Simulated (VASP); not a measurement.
# SiC (Moissanite 3C) (F-43m) in VASP: a series of runs

The runs below take SiC (Moissanite 3C) through single point, with PBEsol.

Program: VASP 6.6.1. These are calculated values, not measurements. Logs are shortened: lines on timing, memory, paths and dates and some standing lists are left out, and cuts for length are marked.

**What was measured.**

“Insight into the structural, elastic and electronic properties of a new orthorhombic 6O-SiC polytype”, 2020, pmc:7200658 quotes, for a bulk crystal of SiC: band gap 2.4 eV (indirect).

The results are compared with them further down.

## 1. The cell of the first run

Symmetry: F-43m, No. 216, cubic system. Conventional cell: a = 4.358 Å, b = 4.358 Å, c = 4.358 Å, α = 90.00°, β = 90.00°, γ = 90.00°. Within 2.5 Å of Si (site symmetry -43m) lie 4 C at 1.89 Å. Within 2.5 Å of C (site symmetry -43m) lie 4 Si at 1.89 Å.

## 2. Single point, PBEsol

File INCAR:

```
SYSTEM = SiC
  PREC = Accurate
  ENCUT = 520
  EDIFF = 1E-6
  ISMEAR = -1
  SIGMA = 0.05
  LREAL = .False.
  LASPH = .True.
  NELM = 80
  ALGO = Normal
  ISIF = 2
  LWAVE = .False.
  LCHARG = .False.
  GGA = PS
  NBANDS = 11
```

File KPOINTS:

```
Automatic mesh
0
Gamma
  10 10 10
  0 0 0
```

File POSCAR:

```
SiC
1.0
    0.0000000000      2.1790000000      2.1790000000
    2.1790000000      0.0000000000      2.1790000000
    2.1790000000      2.1790000000      0.0000000000
Si C
1 1
Direct
    0.0000000000      0.0000000000      0.0000000000
    0.7500000000      0.7500000000      0.7500000000
```

Potentials or basis: VASP PAW PBE potentials, release 64 (Si, C).

Started as:

```console
cat potpaw_PBE.64/Si/POTCAR potpaw_PBE.64/C/POTCAR > POTCAR
mpirun -np 1 vasp_std > vasp.out
```

OUTCAR:

```text
SYSTEM = SiC
   PREC = Accurate
   ENCUT = 520
   EDIFF = 1E-6
   ISMEAR = -1
   LREAL = .False.
   LASPH = .True.
   NELM = 80
   ISIF = 2
   GGA = PS

 ion  position               nearest neighbor table
   1  0.000  0.000  0.000-   2 1.89   2 1.89   2 1.89   2 1.89
   2  0.750  0.750  0.750-   1 1.89   1 1.89   1 1.89   1 1.89

  LATTYP: Found a face centered cubic cell.
 ALAT       =     4.3580000000

  Lattice vectors:

 A1 = (   0.0000000000,   2.1790000000,   2.1790000000)
 A2 = (   2.1790000000,   0.0000000000,   2.1790000000)
 A3 = (   2.1790000000,   2.1790000000,   0.0000000000)

Analysis of symmetry for initial positions (statically):
=====================================================================
 Subroutine PRICEL returns:
 Original cell was already a primitive cell.

 Routine SETGRP: Setting up the symmetry group for a
 face centered cubic supercell.

 Subroutine GETGRP returns: Found 24 space group operations
 (whereof 24 operations were pure point group operations)
 out of a pool of 48 trial point group operations.

The static configuration has the point symmetry T_d .

Analysis of symmetry for dynamics (positions and initial velocities):
=====================================================================
 Subroutine PRICEL returns:
 Original cell was already a primitive cell.

 Routine SETGRP: Setting up the symmetry group for a
 face centered cubic supercell.

 Subroutine GETGRP returns: Found 24 space group operations
 (whereof 24 operations were pure point group operations)
 out of a pool of 48 trial point group operations.

The dynamic configuration has the point symmetry T_d .

 Subroutine INISYM returns: Found 24 space group operations
 (whereof 24 operations are pure point group operations),
 and found     1 'primitive' translations

----------------------------------------------------------------------------------------

                                     Primitive cell

  volume of cell :      20.6920

  direct lattice vectors                    reciprocal lattice vectors
     0.000000000  2.179000000  2.179000000    -0.229463056  0.229463056  0.229463056
     2.179000000  0.000000000  2.179000000     0.229463056 -0.229463056  0.229463056
     2.179000000  2.179000000  0.000000000     0.229463056  0.229463056 -0.229463056

  length of vectors
     3.081571352  3.081571352  3.081571352     0.397441672  0.397441672  0.397441672

  position of ions in fractional coordinates (direct lattice)
     0.000000000  0.000000000  0.000000000
     0.750000000  0.750000000  0.750000000

  ion indices of the primitive-cell ions
   primitive index   ion index
                 1           1
                 2           2

----------------------------------------------------------------------------------------

 KPOINTS: Automatic mesh

Automatic generation of k-mesh.
 Grid dimensions read from file:
 generate k-points for:   10   10   10

 Generating k-lattice:

  Cartesian coordinates                     Fractional coordinates (reciprocal lattice)
    -0.022946306  0.022946306  0.022946306     0.100000000  0.000000000  0.000000000
     0.022946306 -0.022946306  0.022946306     0.000000000  0.100000000  0.000000000
     0.022946306  0.022946306 -0.022946306     0.000000000  0.000000000  0.100000000

  Length of vectors
     0.039744167  0.039744167  0.039744167

  Shift w.r.t. Gamma in fractional coordinates (k-lattice)
     0.000000000  0.000000000  0.000000000

 Subroutine IBZKPT returns following result:
 ===========================================

 Found     47 irreducible k-points:

 Following reciprocal coordinates:
            Coordinates               Weight
  0.000000  0.000000  0.000000      1.000000
  0.100000  0.000000  0.000000      8.000000
  0.200000  0.000000  0.000000      8.000000
  0.300000  0.000000  0.000000      8.000000
  0.400000  0.000000  0.000000      8.000000
  0.500000  0.000000  0.000000      4.000000
[... 16 lines left out ...]
  0.300000  0.300000  0.000000      6.000000
  0.400000  0.300000  0.000000     24.000000
 [... further k-points ...]
   k-points           NKPTS =     47   k-points in BZ     NKDIM =     47   number of bands    NBANDS=     11
   number of dos      NEDOS =    301   number of ions     NIONS =      2
   total plane-waves  NPLWV =  13824
   dimension x,y,z NGX =    24 NGY =   24 NGZ =   24
   dimension x,y,z NGXF=    48 NGYF=   48 NGZF=   48
   ions per type =               1   1
   NGX,Y,Z   is equivalent  to a cutoff of  12.95, 12.95, 12.95 a.u.
   NGXF,Y,Z  is equivalent  to a cutoff of  25.90, 25.90, 25.90 a.u.
 SYSTEM =  SiC
   PREC   = accura    normal or accurate (medium, high low for compatibility)
   ISTART =      0    job   : 0-new  1-cont  2-samecut
   ICHARG =      2    charge: 1-file 2-atom 10-const
   ISPIN  =      1    spin polarized calculation?
   LNONCOLLINEAR =      F non collinear calculations
   LSORBIT =      F    spin-orbit coupling
   LASPH  =      T    aspherical Exc in radial PAW
   ENCUT  =  520.0 eV  38.22 Ry    6.18 a.u.   5.73  5.73  5.73*2*pi/ulx,y,z
   NELM   =     80;   NELMIN=  2; NELMDL= -5     # of ELM steps
   EDIFF  = 0.1E-05   stopping-criterion for ELM
   LREAL  =      F    real-space projection
   EDIFFG = 0.1E-04   stopping-criterion for IOM
   NSW    =      0    number of steps for IOM
   IBRION =     -1    ionic relax: 0-MD 1-quasi-New 2-CG
   NFREE  =      0    steps in history (QN), initial steepest desc. (CG)
   ISIF   =      2    stress and relaxation
   ISYM   =      2    0-nonsym 1-usesym 2-fastsym
   POTIM  = 0.5000    time-step for ionic-motion
   TEBEG  =    0.0;   TEEND  =   0.0 temperature during run
   PSTRESS=    0.0 pullay stress
   NELECT =       8.0000    total number of electrons
   NUPDOWN=      -1.0000    fix difference up-down
   EMIN   =  10.00;   EMAX   =-10.00  energy-range for DOS
   EFERMI =   0.00;   METHOD = LEGACY
   ISMEAR =    -1;   SIGMA  =   0.05  broadening in eV -4-tet -1-fermi 0-gaus
   EFERMI_NEDOS =   21; number of points for ismear=-14 and -15
   IALGO  =     38    algorithm
   IMIX   =      4    mixing-type and parameters
     AMIX     =   0.40;   BMIX     =  1.00
     AMIX_MAG =   1.60;   BMIX_MAG =  1.00
  volume/ion in A,a.u.               =      10.35        69.82
  Fermi-wavevector in a.u.,A,eV,Ry     =   1.192626  2.253736 19.352338  1.422357
  Thomas-Fermi vector in A             =   2.328660
   LORBIT       =      0    0 simple, 1 ext, 2 COOP (PROOUT), +10 PAW based schemes
   GGA     = PS    functional components
   LHFCALC =     F    Hartree Fock is set to
   AEXX    =    0.0000 exact exchange contribution
   IVDW    =     0    specifies the selected vdW correction
   LEPSILON=     F    determine dielectric tensor
   LRPA    =     F    only Hartree local field effects (RPA)
 non-spin polarized calculation
  energy-cutoff  :      520.00
  volume of cell :       20.69
 maximum number of plane-waves:       568
   NGX = 11   NGY = 11   NGZ = 11

 number of electron       8.0000001 magnetization

 Free energy of the ion-electron system (eV)
  ---------------------------------------------------
  ext. energy  EPLUGINS =         0.00000000
  ---------------------------------------------------
  free energy    TOTEN  =       -15.91498998 eV

  energy without entropy =      -15.91498993  energy(sigma->0) =      -15.91498996

 E-fermi :   8.6930     XC(G=0): -11.5049

 val. band max:        8.0565926047   @ k =   0.0000   0.0000   0.0000
 cond. band min:       9.2903504096   @ k =   0.5000   0.5000   0.0000
 fundamental gap:      1.2337578049
 Fermi energy:         8.6930212360

 k-point     1 :       0.0000    0.0000    0.0000
  band No.  band energies     occupation
      1      -7.3676      2.00000
      2       8.0566      1.99999
      3       8.0566      1.99999
      4       8.0566      1.99999
      5      14.2438      0.00000
      6      15.2990      0.00000
      7      15.2990      0.00000
      8      15.2990      0.00000
      9      22.5128      0.00000
     10      22.5128      0.00000
     11      24.3190      0.00000

 k-point     2 :       0.1000    0.0000    0.0000
  band No.  band energies     occupation
      1      -7.1715      2.00000
      2       7.0414      2.00000
      3       7.9218      2.00000
      4       7.9218      2.00000
      5      14.4952      0.00000
      6      15.5433      0.00000
      7      15.5433      0.00000
      8      15.5796      0.00000
      9      21.5369      0.00000
     10      21.5369      0.00000
     11      24.1250      0.00000

 k-point     3 :       0.2000    0.0000    0.0000
  band No.  band energies     occupation
      1      -6.5913      2.00000
      2       4.9110      2.00000
      3       7.6131      2.00000
      4       7.6131      2.00000
      5      14.1967      0.00000
      6      15.9003      0.00000
      7      15.9003      0.00000
      8      16.7748      0.00000
      9      20.8627      0.00000
     10      20.8627      0.00000
     11      23.2436      0.00000

 k-point     4 :       0.3000    0.0000    0.0000
  band No.  band energies     occupation
      1      -5.6618      2.00000
      2       2.5868      2.00000
      3       7.2959      2.00000
      4       7.2959      2.00000
      5      13.7883      0.00000
      6      15.7521      0.00000
      7      15.7521      0.00000
      8      17.7187      0.00000
      9      21.6885      0.00000
     10      21.6885      0.00000
     11      22.9907      0.00000
[... 239 lines left out ...]
 k-point    22 :      -0.2000    0.2000    0.0000
  band No.  band energies     occupation
      1      -5.3501      2.00000
      2       3.2411      2.00000
      3       4.8037      2.00000
      4       7.4070      2.00000
      5      14.5346      0.00000
      6      15.9875      0.00000
      7      16.3632      0.00000
      8      17.1394      0.00000
      9      19.4874      0.00000
     10      23.3527      0.00000
     11      27.1040      0.00000

 k-point    23 :       0.3000    0.3000    0.0000
  band No.  band energies     occupation
      1      -5.0837      2.00000
      2       3.6995      2.00000
      3       5.6738      2.00000
      4       5.6738      2.00000
      5      11.1128      0.00000
      6      13.5524      0.00000
      7      19.5269      0.00000
      8      19.5269      0.00000
      9      20.3859      0.00000
     10      25.0947      0.00000
     11      29.6358      0.00000

 k-point    24 :       0.4000    0.3000    0.0000
  band No.  band energies     occupation
      1      -4.2079      2.00000
      2       2.4704      2.00000
      3       4.8725      2.00000
      4       5.4103      2.00000
      5      10.8129      0.00000
      6      13.5682      0.00000
      7      19.6098      0.00000
      8      19.9194      0.00000
      9      21.7347      0.00000
     10      26.0703      0.00000
     11      29.2254      0.00000

 [... further k-points ...]
[... 5 lines left out ...]
  --------------------------------------------------------------------------------------
  -------------------------------------------------------------------------------------
  Total        0.0225645      0.0225645      0.0225645     -0.0000000      0.0000000      0.0000000
  in kB        1.7471677      1.7471677      1.7471677     -0.0000000      0.0000000      0.0000000
  external PRESSURE =       1.7471677 kB  Pullay stress =       0.0000000 kB

 VOLUME and BASIS-vectors are now :
 -----------------------------------------------------------------------------
  energy-cutoff  :      520.00
  volume of cell :       20.69
      direct lattice vectors                 reciprocal lattice vectors
     0.000000000  2.179000000  2.179000000    -0.229463056  0.229463056  0.229463056
     2.179000000  0.000000000  2.179000000     0.229463056 -0.229463056  0.229463056
     2.179000000  2.179000000  0.000000000     0.229463056  0.229463056 -0.229463056

 POSITION                                       TOTAL-FORCE (eV/Angst)
 -----------------------------------------------------------------------------------
      0.00000      0.00000      0.00000        -0.000000      0.000000     -0.000000
      3.26850      3.26850      3.26850         0.000000     -0.000000      0.000000
 -----------------------------------------------------------------------------------
    total drift:                               -0.000000     -0.000000     -0.000000

  FREE ENERGIE OF THE ION-ELECTRON SYSTEM (eV)
  ---------------------------------------------------
  free  energy   TOTEN  =       -15.9149899841 eV

  energy  without entropy=      -15.9149899302  energy(sigma->0) =      -15.91498996
```

It took 4.5 s on 1 thread of Intel Xeon Platinum 8488C (Sapphire Rapids), shared host; peak memory 0.13 GiB.

What came out:

* Free energy: -15.9150 eV
* Pressure: 0.2 GPa
* Band gap on the k mesh: 1.23 eV, indirect (least direct gap 4.44 eV)

Caveat: the PAW data sets were made with another functional, which shifts forces and pressure a little.

## 3. Single point, PBEsol

This run uses another cell than the first one, of 10.55 Å³/atom, 1.020 times its volume.

File INCAR:

```
PREC     = Accurate       # precision mode
ENCUT    = 520            # plane-wave cutoff, eV
EDIFF    = 1E-6           # SCF threshold, eV
ISMEAR   = -1             # smearing method
SIGMA    = 0.05           # smearing width, eV
LREAL    = F              # projectors in reciprocal space
LASPH    = T              # aspherical terms in the spheres
NELM     = 60             # most SCF steps
ALGO     = Normal         # electronic algorithm
ISIF     = 2              # what is computed and relaxed
LWAVE    = F              # write WAVECAR
LCHARG   = T              # write CHGCAR
GGA      = PS             # functional
LELF     = T              # ELF
LVHAR    = T            
NBANDS   = 11             # bands
```

File KPOINTS:

```
Automatic mesh
0
Gamma
  10 10 10
```

File POSCAR:

```
SiC
1.0
    0.0000000000      2.1934308841      2.1934308841
    2.1934308841      0.0000000000      2.1934308841
    2.1934308841      2.1934308841      0.0000000000
Si C
1 1
Direct
    0.0000000000      0.0000000000      0.0000000000
    0.7500000000      0.7500000000      0.7500000000
```

Potentials or basis: VASP PAW PBE potentials, release 64 (Si, C).

Started as:

```console
cat potpaw_PBE.64/Si/POTCAR potpaw_PBE.64/C/POTCAR > POTCAR
mpirun -np 1 vasp_std > vasp.out
```

OUTCAR:

```text
PREC = Accurate
   ENCUT = 520
   EDIFF = 1E-6
   ISMEAR = -1
   LREAL = F
   LASPH = T
   NELM = 60
   ISIF = 2
   GGA = PS

 ion  position               nearest neighbor table
   1  0.000  0.000  0.000-   2 1.90   2 1.90   2 1.90   2 1.90
   2  0.750  0.750  0.750-   1 1.90   1 1.90   1 1.90   1 1.90

  LATTYP: Found a face centered cubic cell.
 ALAT       =     4.3868617682

  Lattice vectors:

[... 509 lines left out ...]
      2       2.2716      2.00000
      3       4.6913      2.00000
      4       5.2206      2.00000
      5      10.5770      0.00000
      6      13.2662      0.00000
      7      19.1782      0.00000
      8      19.5128      0.00000
      9      21.2831      0.00000
     10      25.6680      0.00000
     11      28.6984      0.00000

 [... further k-points ...]
[... 5 lines left out ...]
  --------------------------------------------------------------------------------------
  -------------------------------------------------------------------------------------
  Total       -0.5336161     -0.5336161     -0.5336161      0.0000000      0.0000000     -0.0000000
  in kB      -40.5077075    -40.5077075    -40.5077075      0.0000000      0.0000000     -0.0000000
  external PRESSURE =     -40.5077075 kB  Pullay stress =       0.0000000 kB

 VOLUME and BASIS-vectors are now :
 -----------------------------------------------------------------------------
  energy-cutoff  :      520.00
  volume of cell :       21.11
      direct lattice vectors                 reciprocal lattice vectors
     0.000000000  2.193430884  2.193430884    -0.227953387  0.227953387  0.227953387
     2.193430884  0.000000000  2.193430884     0.227953387 -0.227953387  0.227953387
     2.193430884  2.193430884  0.000000000     0.227953387  0.227953387 -0.227953387

 POSITION                                       TOTAL-FORCE (eV/Angst)
 -----------------------------------------------------------------------------------
      0.00000      0.00000      0.00000        -0.000000     -0.000000     -0.000000
      3.29015      3.29015      3.29015         0.000000      0.000000      0.000000
 -----------------------------------------------------------------------------------
    total drift:                               -0.000000     -0.000000     -0.000000

  FREE ENERGIE OF THE ION-ELECTRON SYSTEM (eV)
  ---------------------------------------------------
  free  energy   TOTEN  =       -15.9099923537 eV

  energy  without entropy=      -15.9099923084  energy(sigma->0) =      -15.90999233
```

OSZICAR:

```text
N       E                     dE             d eps       ncg     rms          rms(c)
DAV:   1     0.139584964443E+01    0.13958E+01   -0.38414E+03  1098   0.606E+02
DAV:   2    -0.171207570861E+02   -0.18517E+02   -0.17732E+02  1301   0.107E+02
DAV:   3    -0.176505490605E+02   -0.52979E+00   -0.52876E+00  1291   0.147E+01
DAV:   4    -0.176525760531E+02   -0.20270E-02   -0.20268E-02  1176   0.115E+00
DAV:   5    -0.176525852480E+02   -0.91949E-05   -0.91948E-05  1265   0.713E-02    0.853E+00
DAV:   6    -0.159835561356E+02    0.16690E+01   -0.59930E+00  1163   0.108E+01    0.382E+00
DAV:   7    -0.159245493609E+02    0.59007E-01   -0.35005E-01  1229   0.335E+00    0.173E+00
DAV:   8    -0.159101807611E+02    0.14369E-01   -0.20678E-02  1187   0.912E-01    0.163E-01
DAV:   9    -0.159099444278E+02    0.23633E-03   -0.17846E-03  1255   0.221E-01    0.109E-01
DAV:  10    -0.159099919950E+02   -0.47567E-04   -0.13308E-04  1181   0.721E-02    0.254E-02
DAV:  11    -0.159099921001E+02   -0.10507E-06   -0.14534E-05  1247   0.204E-02    0.604E-03
DAV:  12    -0.159099923537E+02   -0.25366E-06   -0.82492E-07   718   0.554E-03
   1 F= -.15909992E+02 E0= -.15909992E+02  d E =-.453704E-07
```

It took 4.8 s on 1 thread of Intel Xeon Platinum 8488C (Sapphire Rapids), shared host; peak memory 0.13 GiB.

What came out:

- Free energy: -15.9100 eV
- Pressure: -4.1 GPa
- Band gap on the k mesh: 1.25 eV, indirect (least direct gap 4.42 eV)

Caveat: the PAW data sets were made with another functional, which shifts forces and pressure a little.

(Continued in part 2 of 2.)
